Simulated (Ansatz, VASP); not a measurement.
**In3Sb2As: VASP beside Ansatz**

File INCAR:

```
SYSTEM = In3Sb2As
ALGO = Normal
EDIFF = 1E-7
ENCUT = 520
GGA = PE
ISIF = 2
ISMEAR = -1
LASPH = .True.
LCHARG = .True.
LELF = .True.
LREAL = .False.
LVHAR = .True.
LWAVE = .False.
NBANDS = 36
NELM = 100
PREC = Accurate
SIGMA = 0.02
```

File KPOINTS:

```
k-points
0
Gamma
  6 6 6
  0 0 0
```

POSCAR

```
In3Sb2As
1.0
   -2.2957341724      2.2957341724      9.7205481217
    2.2957341724     -2.2957341724      9.7205481217
    2.2957341724      2.2957341724     -9.7205481217
As In Sb
1 3 2
Direct
    0.0000000000      0.0000000000      0.0000000000
    0.5760436367      0.0760436367      0.5000000000
    0.2500000000      0.7500000000      0.5000000000
    0.9239563633      0.4239563633      0.5000000000
    0.6630647924      0.6630647924      0.0000000000
    0.3369352076      0.3369352076      0.0000000000
```

Input for Ansatz:

```yaml
crystal:
  lattice:
    - [-2.2957341724, 2.2957341724, 9.7205481217]
    - [2.2957341724, -2.2957341724, 9.7205481217]
    - [2.2957341724, 2.2957341724, -9.7205481217]
  atoms:
    - { symbol: As, position: [0.0, 0.0, 0.0] }
    - { symbol: In, position: [0.5760436367, 0.0760436367, 0.5] }
    - { symbol: Sb, position: [0.6630647924, 0.6630647924, 0.0] }
    - { symbol: In, position: [0.25, 0.75, 0.5] }
    - { symbol: Sb, position: [0.3369352076, 0.3369352076, 0.0] }
    - { symbol: In, position: [0.9239563633, 0.4239563633, 0.5] }
kpoints:
  mp_grid: { grid: [6, 6, 6] }
hamiltonian:
  xc: pbe
scf:
  occupations: { method: fermi_dirac, width: 0.02 }
  n_extra_bands: 5
output:
  forces: true
  stress: true
  eigenvalues: true
```

Alike in both runs: task single point; functional PBE; k mesh 6 × 6 × 6; occupations fermi-dirac, width 0.02 eV; no spin polarisation.

```csv
,VASP,Ansatz
version,VASP 6.6.1,Ansatz 0.2.0
potentials or method,"VASP PAW PBE potentials, release 64 (As, In_d, Sb)","plane waves, PAW"
plane-wave cutoff (eV),520,420
valence electrons in the cell,54,84
```

|  | VASP | Ansatz | Ansatz less VASP |
| --- | --- | --- | --- |
| pressure (GPa) | 0.0 | 0.0 | +0.01 |

VASP's potentials hold 54 valence electrons a cell and Ansatz's 84, so a difference there can come from the potentials and not from the codes.

Neither program's run includes spin-orbit coupling.
